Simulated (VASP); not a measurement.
Set up this calculation in VASP 6.6.1, as the native input.

- Task: single point
- Functional: PBE
- Potentials or basis: VASP PAW PBE potentials, release 64 (Al, H)
- Cutoff: 520 eV
- k mesh: 5 × 4 × 1
- Occupations: gaussian, width 0.1 eV
- Spin: no spin polarisation
- Dipole correction: yes
- Further INCAR settings: LREAL = Auto; ALGO = Normal; EDIFF = 1e-07; NBANDS = 40

The structure of Al8H lies in POSCAR:

```
Al8H
1.0
    5.7135165837      0.0000000000      0.0000000000
    0.0000000000      8.0801326415      0.0000000000
    0.0000000000      0.0000000000     22.2432786975
Al H
16 2
Direct
    0.2500000000      0.2500000000      0.1798296040
    0.2500000000      0.7500000000      0.1798296040
    0.7500000000      0.2500000000      0.1798296040
    0.7500000000      0.7500000000      0.1798296040
    0.0000000000      0.0000000000      0.2440458181
    0.0000000000      0.5000000000      0.2440458181
    0.5000000000      0.0000000000      0.2440458181
    0.5000000000      0.5000000000      0.2440458181
    0.2500000000      0.2500000000      0.3102598702
    0.2500000000      0.7500000000      0.3102598702
    0.7500000000      0.2500000000      0.3102598702
    0.7500000000      0.7500000000      0.3102598702
    0.0000000000      0.0000000000      0.3705963860
    0.0000000000      0.5000000000      0.3705963860
    0.5000000000      0.0000000000      0.3705963860
    0.5000000000      0.5000000000      0.3705963860
    0.2500000000      0.1931321217      0.4483726897
    0.2500000000      0.3068678783      0.4483726897
```

These files were run (other wordings do the same):

INCAR

```
SYSTEM = Al8H
PREC = Accurate
ENCUT = 520
EDIFF = 1E-7
ISMEAR = 0
SIGMA = 0.1
LREAL = Auto
LASPH = .True.
NELM = 100
ALGO = Normal
ISIF = 2
LWAVE = .False.
LCHARG = .False.
LDIPOL = .True.
IDIPOL = 3
DIPOL = 0.5 0.5 0.295
GGA = PE
NBANDS = 40
```

KPOINTS

```
regular mesh
0
Gamma
  5 4 1
  0 0 0
```

Potentials or basis: VASP PAW PBE potentials, release 64 (Al, H).

Run with:

```console
$ cat potpaw_PBE.64/Al/POTCAR potpaw_PBE.64/H/POTCAR > POTCAR
$ mpirun -np 1 vasp_std > vasp.out
```

It gave:

```
Largest force          : 2.817 eV/Å
Band gap on the k mesh : zero (bands 25 and 26 overlap by 0.51 eV)
```

Run time: 8.5 min on 1 thread of Intel(R) Xeon(R) 6975P-C (Granite Rapids) (shared host), peak memory 0.89 GiB.
